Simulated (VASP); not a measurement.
# MgO (P1) in VASP: a series of runs

The runs below take MgO through single point, with PBEsol.

Program: VASP 6.6.1. These are calculated values, not measurements. Logs are shortened: lines on timing, memory, paths and dates and some standing lists are left out, and cuts for length are marked.

## 1. The cell of the first run

The typed cell holds 8 atoms: a = 3.255 Å, b = 3.255 Å, c = 10.415 Å, α = 90.00°, β = 90.00°, γ = 120.00°.

## 2. Single point, PBEsol (atom 6 (O) moved by -0.650 Å along [1 0 0] and -0.650 Å along [0 0 1])

INCAR reads:

```
SYSTEM = MgO
PREC = Accurate
ENCUT = 520
EDIFF = 1E-6
ISMEAR = 0
SIGMA = 0.05
LREAL = .FALSE.
LASPH = .TRUE.
NELM = 100
ALGO = Normal
ISIF = 2
LWAVE = .FALSE.
LCHARG = .FALSE.
GGA = PS
NBANDS = 26
```

KPOINTS reads:

```
Automatic mesh
0
G
  9 9 4
  0 0 0
```

POSCAR reads:

```
MgO
1.0
    3.2553371795      0.0000000000      0.0000000000
   -1.6276685897      2.8192046953      0.0000000000
    0.0000000000      0.0000000000     10.4149514991
Mg O
4 4
Direct
    0.3333333333      0.6666666667      0.9695963559
    0.0000000000      0.0000000000      0.2209473890
    0.0000000000      0.0000000000      0.7209473890
    0.6666666667      0.3333333333      0.4695963559
    0.3333333333      0.6666666667      0.7799156657
   -0.1996720967      0.0000000000      0.4671284932
    0.0000000000      0.0000000000      0.0295387694
    0.6666666667      0.3333333333      0.2799156657
```

Potentials or basis: VASP PAW PBE potentials, release 64 (Mg, O).

On the command line:

```console
$ cat potpaw_PBE.64/Mg/POTCAR potpaw_PBE.64/O/POTCAR > POTCAR
$ mpirun -np 1 vasp_std > vasp.out
```

OUTCAR:

```text
SYSTEM = MgO
   PREC = Accurate
   ENCUT = 520
   EDIFF = 1E-6
   ISMEAR = 0
   LREAL = .FALSE.
   LASPH = .TRUE.
   NELM = 100
   ISIF = 2
   GGA = PS

 ion  position               nearest neighbor table
   1  0.333  0.667  0.970-   5 1.98   7 1.98   7 1.98   7 1.98   3 3.20   3 3.20   3 3.20   2 3.22
                             2 3.22   2 3.22
   2  0.000  0.000  0.221-   8 1.98   8 1.98   8 1.98   7 1.99   6 2.65   4 3.20   4 3.20   4 3.20
                             1 3.22   1 3.22   1 3.22
   3  0.000  0.000  0.721-   5 1.98   5 1.98   5 1.98   6 2.72   1 3.20   1 3.20   1 3.20   4 3.22
                             4 3.22   4 3.22
   4  0.667  0.333  0.470-   6 1.36   8 1.98   6 1.99   6 2.46   2 3.20   2 3.20   2 3.20   3 3.22
                             3 3.22   3 3.22
   5  0.333  0.667  0.780-   1 1.98   3 1.98   3 1.98   3 1.98
   6  0.800  0.000  0.467-   4 1.36   4 1.99   4 2.46   2 2.65   3 2.72
   7  0.000  0.000  0.030-   1 1.98   1 1.98   1 1.98   2 1.99
   8  0.667  0.333  0.280-   4 1.98   2 1.98   2 1.98   2 1.98

 -----------------------------------------------------------------------------
|                                                                             |
|           W    W    AA    RRRRR   N    N  II  N    N   GGGG   !!!           |
|           W    W   A  A   R    R  NN   N  II  NN   N  G    G  !!!           |
|           W    W  A    A  R    R  N N  N  II  N N  N  G       !!!           |
|           W WW W  AAAAAA  RRRRR   N  N N  II  N  N N  G  GGG   !            |
|           WW  WW  A    A  R   R   N   NN  II  N   NN  G    G                |
|           W    W  A    A  R    R  N    N  II  N    N   GGGG   !!!           |
|                                                                             |
|     The distance between some ions is very small. Please check the          |
|     nearest-neighbor list in the OUTCAR file.                               |
|     I HOPE YOU KNOW WHAT YOU ARE DOING!                                     |
|                                                                             |
 -----------------------------------------------------------------------------

  LATTYP: Found a hexagonal cell.
 ALAT       =     3.2553371795
 C/A-ratio  =     3.1993464655

  Lattice vectors:

 A1 = (   3.2553371795,   0.0000000000,   0.0000000000)
 A2 = (  -1.6276685897,   2.8192046953,   0.0000000000)
 A3 = (   0.0000000000,   0.0000000000,  10.4149514991)

Analysis of symmetry for initial positions (statically):
=====================================================================
 Subroutine PRICEL returns:
 Original cell was already a primitive cell.

 Routine SETGRP: Setting up the symmetry group for a
 hexagonal supercell.

 Subroutine GETGRP returns: Found  1 space group operations
 (whereof  1 operations were pure point group operations)
 out of a pool of 24 trial point group operations.

The static configuration has the point symmetry C_1 .

Analysis of symmetry for dynamics (positions and initial velocities):
=====================================================================
 Subroutine PRICEL returns:
 Original cell was already a primitive cell.

 Routine SETGRP: Setting up the symmetry group for a
 hexagonal supercell.

 Subroutine GETGRP returns: Found  1 space group operations
 (whereof  1 operations were pure point group operations)
 out of a pool of 24 trial point group operations.

The dynamic configuration has the point symmetry C_1 .

 Subroutine INISYM returns: Found  1 space group operations
 (whereof  1 operations are pure point group operations),
 and found     1 'primitive' translations

----------------------------------------------------------------------------------------

                                     Primitive cell

  volume of cell :      95.5828

  direct lattice vectors                    reciprocal lattice vectors
     3.255337180  0.000000000  0.000000000     0.307187841  0.177354983  0.000000000
    -1.627668590  2.819204695  0.000000000     0.000000000  0.354709965  0.000000000
     0.000000000  0.000000000 10.414951499     0.000000000  0.000000000  0.096015810

  length of vectors
     3.255337180  3.255337179 10.414951499     0.354709965  0.354709965  0.096015810

  position of ions in fractional coordinates (direct lattice)
     0.333333333  0.666666667  0.969596356
     0.000000000  0.000000000  0.220947389
     0.000000000  0.000000000  0.720947389
     0.666666667  0.333333333  0.469596356
     0.333333333  0.666666667  0.779915666
     0.800327903  0.000000000  0.467128493
     0.000000000  0.000000000  0.029538769
     0.666666667  0.333333333  0.279915666

  ion indices of the primitive-cell ions
   primitive index   ion index
                 1           1
                 2           2
                 3           3
                 4           4
                 5           5
                 6           6
                 7           7
                 8           8

----------------------------------------------------------------------------------------

 KPOINTS: Automatic mesh

Automatic generation of k-mesh.
 Grid dimensions read from file:
 generate k-points for:    9    9    4

 Generating k-lattice:

  Cartesian coordinates                     Fractional coordinates (reciprocal lattice)
     0.034131982  0.019706109  0.000000000     0.111111111  0.000000000  0.000000000
     0.000000000  0.039412218  0.000000000     0.000000000  0.111111111  0.000000000
     0.000000000  0.000000000  0.024003952     0.000000000  0.000000000  0.250000000

  Length of vectors
     0.039412218  0.039412218  0.024003952

  Shift w.r.t. Gamma in fractional coordinates (k-lattice)
     0.000000000  0.000000000  0.000000000

 Subroutine IBZKPT returns following result:
 ===========================================

 Found    163 irreducible k-points:

 Following reciprocal coordinates:
            Coordinates               Weight
  0.000000  0.000000  0.000000      1.000000
  0.111111  0.000000  0.000000      2.000000
  0.000000  0.111111  0.000000      2.000000
 -0.111111  0.111111  0.000000      2.000000
  0.222222 -0.000000  0.000000      2.000000
  0.000000  0.222222  0.000000      2.000000
[... 16 lines left out ...]
  0.333333  0.111111  0.000000      2.000000
 -0.111111  0.444444  0.000000      2.000000
 [... further k-points ...]
   k-points           NKPTS =    163   k-points in BZ     NKDIM =    163   number of bands    NBANDS=     26
   number of dos      NEDOS =    301   number of ions     NIONS =      8
   total plane-waves  NPLWV =  46080
   dimension x,y,z NGX =    24 NGY =   24 NGZ =   80
   dimension x,y,z NGXF=    48 NGYF=   48 NGZF=  160
   ions per type =               4   4
   NGX,Y,Z   is equivalent  to a cutoff of  12.26, 12.26, 12.77 a.u.
   NGXF,Y,Z  is equivalent  to a cutoff of  24.51, 24.51, 25.54 a.u.
 SYSTEM =  MgO
   PREC   = accura    normal or accurate (medium, high low for compatibility)
   ISTART =      0    job   : 0-new  1-cont  2-samecut
   ICHARG =      2    charge: 1-file 2-atom 10-const
   ISPIN  =      1    spin polarized calculation?
   LNONCOLLINEAR =      F non collinear calculations
   LSORBIT =      F    spin-orbit coupling
   LASPH  =      T    aspherical Exc in radial PAW
   ENCUT  =  520.0 eV  38.22 Ry    6.18 a.u.   6.05  6.05 19.36*2*pi/ulx,y,z
   NELM   =    100;   NELMIN=  2; NELMDL= -5     # of ELM steps
   EDIFF  = 0.1E-05   stopping-criterion for ELM
   LREAL  =      F    real-space projection
   EDIFFG = 0.1E-04   stopping-criterion for IOM
   NSW    =      0    number of steps for IOM
   IBRION =     -1    ionic relax: 0-MD 1-quasi-New 2-CG
   NFREE  =      0    steps in history (QN), initial steepest desc. (CG)
   ISIF   =      2    stress and relaxation
   ISYM   =      2    0-nonsym 1-usesym 2-fastsym
   POTIM  = 0.5000    time-step for ionic-motion
   TEBEG  =    0.0;   TEEND  =   0.0 temperature during run
   PSTRESS=    0.0 pullay stress
   NELECT =      32.0000    total number of electrons
   NUPDOWN=      -1.0000    fix difference up-down
   EMIN   =  10.00;   EMAX   =-10.00  energy-range for DOS
   EFERMI =   0.00;   METHOD = LEGACY
   ISMEAR =     0;   SIGMA  =   0.05  broadening in eV -4-tet -1-fermi 0-gaus
   EFERMI_NEDOS =   21; number of points for ismear=-14 and -15
   IALGO  =     38    algorithm
   IMIX   =      4    mixing-type and parameters
     AMIX     =   0.40;   BMIX     =  1.00
     AMIX_MAG =   1.60;   BMIX_MAG =  1.00
  volume/ion in A,a.u.               =      11.95        80.63
  Fermi-wavevector in a.u.,A,eV,Ry     =   1.136750  2.148146 17.581449  1.292200
  Thomas-Fermi vector in A             =   2.273455
   LORBIT       =      0    0 simple, 1 ext, 2 COOP (PROOUT), +10 PAW based schemes
   GGA     = PS    functional components
   LHFCALC =     F    Hartree Fock is set to
   AEXX    =    0.0000 exact exchange contribution
   IVDW    =     0    specifies the selected vdW correction
   LEPSILON=     F    determine dielectric tensor
   LRPA    =     F    only Hartree local field effects (RPA)
 non-spin polarized calculation
 Gauss-broadening in eV      SIGMA  =   0.05
  energy-cutoff  :      520.00
  volume of cell :       95.58
 maximum number of plane-waves:      2616
   NGX = 13   NGY = 13   NGZ = 39

 number of electron      32.0000015 magnetization

 Free energy of the ion-electron system (eV)
  ---------------------------------------------------
  ext. energy  EPLUGINS =         0.00000000
  ---------------------------------------------------
  free energy    TOTEN  =       -41.30580352 eV

  energy without entropy =      -41.30580352  energy(sigma->0) =      -41.30580352

 E-fermi :   2.3993     XC(G=0):  -9.9222

 val. band max:        2.1485355439   @ k =   0.0000   0.0000   0.5000
 cond. band min:       3.1321963610   @ k =   0.0000   0.0000   0.0000
 fundamental gap:      0.9836608171
 Fermi energy:         2.3992980902

 k-point     1 :       0.0000    0.0000    0.0000
  band No.  band energies     occupation
      1     -16.2336      2.00000
      2     -14.7708      2.00000
      3     -14.6329      2.00000
      4     -13.1035      2.00000
      5      -3.0898      2.00000
      6      -1.1925      2.00000
[... 18 lines left out ...]
     25      14.4850      0.00000
     26      15.6289      0.00000
[... 644 lines left out ...]
      4     -12.8653      2.00000
      5      -3.0575      2.00000
      6      -2.2009      2.00000
[... 18 lines left out ...]
     25      12.8713      0.00000
     26      13.5104      0.00000

 [... further k-points ...]
[... 5 lines left out ...]
  --------------------------------------------------------------------------------------
  -------------------------------------------------------------------------------------
  Total       20.6594717     20.8250629     -0.0143731    -21.7740284     -0.0464031     -0.4117433
  in kB      346.2979770    349.0736467     -0.2409241   -364.9803874     -0.7778183     -6.9017196
  external PRESSURE =     231.7102332 kB  Pullay stress =       0.0000000 kB

 VOLUME and BASIS-vectors are now :
 -----------------------------------------------------------------------------
  energy-cutoff  :      520.00
  volume of cell :       95.58
      direct lattice vectors                 reciprocal lattice vectors
     3.255337180  0.000000000  0.000000000     0.307187841  0.177354983  0.000000000
    -1.627668590  2.819204695  0.000000000     0.000000000  0.354709965  0.000000000
     0.000000000  0.000000000 10.414951499     0.000000000  0.000000000  0.096015810

 POSITION                                       TOTAL-FORCE (eV/Angst)
 -----------------------------------------------------------------------------------
     -0.00000      1.87947     10.09830        -0.000807     -0.002363      1.053662
      0.00000      0.00000      2.30116        -0.088393     -0.006726      1.120425
      0.00000      0.00000      7.50863        -0.283886     -0.004800      0.069278
      1.62767      0.93973      4.89082       -23.031248     21.343115     -2.262880
     -0.00000      1.87947      8.12278        -0.034752     -0.040889     -0.948964
      2.60534      0.00000      4.86512        23.870743    -21.516904      3.756525
      0.00000      0.00000      0.30764         0.003537     -0.000214     -1.060024
      1.62767      0.93973      2.91531        -0.435194      0.228781     -1.728022
 -----------------------------------------------------------------------------------
    total drift:                               -0.000298      0.000783      0.000749

  FREE ENERGIE OF THE ION-ELECTRON SYSTEM (eV)
  ---------------------------------------------------
  free  energy   TOTEN  =       -41.3058035207 eV

  energy  without entropy=      -41.3058035207  energy(sigma->0) =      -41.30580352
```

It took 9.8 min on 1 thread of Oxide Virtual Turin-like, shared host; peak memory 0.4 GiB.

Results:

```yaml
Free_energy: -41.3058 eV
Pressure: 23.2 GPa
Largest_force: 32.356 eV/Å
Band_gap_on_the_k_mesh: 0.98 eV, indirect (least direct gap 1.00 eV)
```

Forces on the atoms (eV/Å):
```
Mg   -0.001  -0.002   1.054
Mg   -0.088  -0.007   1.120
Mg   -0.284  -0.005   0.069
Mg  -23.031  21.343  -2.263
O    -0.035  -0.041  -0.949
O    23.871 -21.517   3.757
O     0.004   0.000  -1.060
O    -0.435   0.229  -1.728
```

Stress tensor (GPa, compression positive):
```
 34.63 -36.50  -0.69
-36.50  34.91  -0.08
 -0.69  -0.08  -0.02
```

Caveat: the cell differs from its parent crystal (atom 6 (O) moved by -0.650 Å along [1 0 0] and -0.650 Å along [0 0 1]); the PAW data sets were made with another functional, which shifts forces and pressure a little. A k mesh can miss the band edges.

## 3. Single point, PBEsol (atom 6 (O) moved by -0.130 Å along [1 0 0] and -0.520 Å along [0 0 1])

INCAR reads:

```
SYSTEM = MgO
  PREC = Accurate
  ENCUT = 520
  EDIFF = 1E-6
  ISMEAR = 0
  SIGMA = 0.05
  LREAL = .False.
  LASPH = .True.
  NELM = 100
  ALGO = Normal
  ISIF = 2
  LWAVE = .False.
  LCHARG = .False.
  GGA = PS
  NBANDS = 26
```

KPOINTS reads:

```
regular mesh
0
Gamma
  9 9 4
  0 0 0
```

Changes to POSCAR since step 2:

```diff
@@ -13,3 +13,3 @@
     0.3333333333      0.6666666667      0.7799156657
-   -0.1996720967      0.0000000000      0.4671284932
+   -0.0399344193      0.0000000000      0.4796105484
     0.0000000000      0.0000000000      0.0295387694
```

Potentials or basis: VASP PAW PBE potentials, release 64 (Mg, O).

On the command line:

```console
$ cat potpaw_PBE.64/Mg/POTCAR potpaw_PBE.64/O/POTCAR > POTCAR
$ mpirun -np 1 vasp_std > vasp.out
```

Wall time 7.4 min (1 thread of Oxide Virtual Turin-like, shared host); peak memory 0.39 GiB.

The run converged. Its results:

| Item | Value |
| --- | --- |
| Free energy | -47.5703 eV |
| Pressure | 3.0 GPa |
| Largest force | 4.525 eV/Å |
| Band gap on the k mesh | 1.42 eV, direct |

Forces in eV/Å, atoms in the order of the input:
```
Mg   0.000  0.000  0.969
Mg  -0.021  0.000  1.044
Mg  -0.085  0.000 -0.224
Mg  -2.252  0.550 -2.436
O   -0.012 -0.002 -0.922
O    2.451 -0.557  3.762
O    0.001  0.000 -0.984
O   -0.082  0.009 -1.210
```

Stress tensor (GPa, compression positive):
```
 5.89 -3.68  0.34
-3.68  5.25 -0.14
 0.34 -0.14 -2.09
```

Levels at points of the mesh, in eV from the valence-band top:
| k point | band 14 | band 15 | band 16 | band 17 | band 18 | band 19 |
| --- | --- | --- | --- | --- | --- | --- |
| (0.00, 0.00, 0.00) | -0.65 | -0.03 | 0.00 | 1.42 | 4.18 | 5.06 |
| (0.00, 0.00, 0.50) | -1.12 | -0.03 | 0.00 | 1.90 | 3.46 | 5.93 |

Caveat: the cell differs from its parent crystal (atom 6 (O) moved by -0.130 Å along [1 0 0] and -0.520 Å along [0 0 1]); the PAW data sets were made with another functional, which shifts forces and pressure a little.

## 4. Single point, PBEsol (atom 6 (O) moved by -0.260 Å along [1 0 0] and -0.130 Å along [0 0 1])

INCAR reads:

```
SYSTEM = MgO
ALGO = Normal ; EDIFF = 1E-6
ENCUT = 520 ; GGA = PS
ISIF = 2 ; ISMEAR = 0
LASPH = .TRUE. ; LCHARG = .FALSE.
LREAL = .FALSE. ; LWAVE = .FALSE.
NBANDS = 26 ; NELM = 80
PREC = Accurate ; SIGMA = 0.05
```

KPOINTS reads:

```
k-points
0
G
  9 9 4
  0 0 0
```

Changes to POSCAR since step 3:

```diff
@@ -13,3 +13,3 @@
     0.3333333333      0.6666666667      0.7799156657
-   -0.0399344193      0.0000000000      0.4796105484
+   -0.0798688387      0.0000000000      0.5170567142
     0.0000000000      0.0000000000      0.0295387694
```

On the command line:

```console
$ cat potpaw_PBE.64/Mg/POTCAR potpaw_PBE.64/O/POTCAR > POTCAR
$ mpirun -np 1 vasp_std > vasp.out
```

Wall time 7.6 min (1 thread of Oxide Virtual Turin-like, shared host); peak memory 0.4 GiB.

Results (log left out):

```yaml
Free_energy: -48.3882 eV
Pressure: 1.9 GPa
Largest_force: 4.574 eV/Å
Band_gap_on_the_k_mesh: 3.20 eV, direct
```

Forces on the atoms (eV/Å):
```
Mg  -0.001 -0.001  0.268
Mg  -0.028  0.000  0.273
Mg  -0.197  0.001 -0.493
Mg  -3.323  1.521 -1.499
O   -0.043 -0.017 -0.254
O    3.669 -1.523  2.267
O    0.001  0.000 -0.270
O   -0.077  0.019 -0.291
```

Stress tensor (GPa, compression positive):
```
 4.04 -4.70  2.30
-4.70  2.57 -1.42
 2.30 -1.42 -0.99
```

Levels at points of the mesh, in eV from the valence-band top:
| k point | band 12 | band 13 | band 14 | band 15 | band 16 | band 17 | band 18 | band 19 | band 20 | band 21 |
| --- | --- | --- | --- | --- | --- | --- | --- | --- | --- | --- |
| (0.00, 0.00, 0.00) | -0.41 | -0.31 | -0.08 | -0.03 | 0.00 | 3.20 | 5.54 | 5.82 | 8.42 | 9.49 |
| (0.00, 0.00, 0.50) | -0.41 | -0.41 | -0.27 | -0.03 | 0.00 | 3.86 | 4.31 | 7.16 | 7.38 | 10.56 |

Caveat: the cell differs from its parent crystal (atom 6 (O) moved by -0.260 Å along [1 0 0] and -0.130 Å along [0 0 1]); the PAW data sets were made with another functional, which shifts forces and pressure a little. A k mesh can miss the band edges.
